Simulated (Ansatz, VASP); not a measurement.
**Two plane-wave programs on Sr4La**

File INCAR:

```
PREC     = Accurate       # precision mode
ENCUT    = 520            # plane-wave cutoff, eV
EDIFF    = 1E-6           # SCF threshold, eV
ISMEAR   = 0              # smearing method
SIGMA    = 0.1            # smearing width, eV
LREAL    = False          # projectors in reciprocal space
LASPH    = True           # aspherical terms in the spheres
NELM     = 60             # most SCF steps
ALGO     = Normal         # electronic algorithm
ISIF     = 2              # what is computed and relaxed
LWAVE    = False          # write WAVECAR
LCHARG   = True           # write CHGCAR
GGA      = PE             # functional
LELF     = True           # ELF
LVHAR    = True         
NBANDS   = 34             # bands
```

Contents of KPOINTS:

```
Automatic mesh
0
Gamma
  4 4 4
```

POSCAR

```
Sr4La
1.0
   -3.3498782800      3.3498782800      3.3498782800
    3.3498782800     -3.3498782800      3.3498782800
    3.3498782800      3.3498782800     -3.3498782800
Sr La
4 1
Direct
    0.5000000000      0.5000000000      0.5000000000
    0.0000000000      0.0000000000      0.5000000000
    0.0000000000      0.5000000000      0.0000000000
    0.5000000000      0.0000000000      0.0000000000
    0.0000000000      0.0000000000      0.0000000000
```

Input for Ansatz:

```yaml
crystal:
  lattice:
    - [-3.34987828, 3.34987828, 3.34987828]
    - [3.34987828, -3.34987828, 3.34987828]
    - [3.34987828, 3.34987828, -3.34987828]
  atoms:
    - { symbol: Sr, position: [0.5, 0.5, 0.5] }
    - { symbol: Sr, position: [0.0, 0.0, 0.5] }
    - { symbol: Sr, position: [0.0, 0.5, 0.0] }
    - { symbol: Sr, position: [0.5, 0.0, 0.0] }
    - { symbol: La, position: [0.0, 0.0, 0.0] }
basis:
  ecutwfc: 420
kpoints:
  mp_grid: { grid: [4, 4, 4] }
hamiltonian:
  xc: pbe
scf:
  occupations: { method: gaussian, width: 0.1 }
  lower_state_search: "off"
output:
  forces: true
  stress: true
  eigenvalues: true
```

Alike in both runs: task single point; functional PBE; k mesh 4 × 4 × 4; occupations gaussian, width 0.1 eV; no spin polarisation.

|  | VASP | Ansatz |
| --- | --- | --- |
| version | VASP 6.6.1 | Ansatz 0.2.0 |
| potentials or method | VASP PAW PBE potentials, release 64 (Sr_sv, La), cutoff 520 eV | scalar-relativistic, plane waves, PAW |
| valence electrons in the cell | 51 | 51 |

VASP gave:

| Property | Result |
| --- | --- |
| gap on the k mesh at the Fermi level (eV) | none |
| pressure (GPa) | 19.3 |

What did Ansatz give for the same quantities?

gap on the k mesh at the Fermi level (eV): none; pressure (GPa): 19.0.

A gap of «none» marks a metal or a gap that the smearing closes.

Spin-orbit coupling is off throughout.
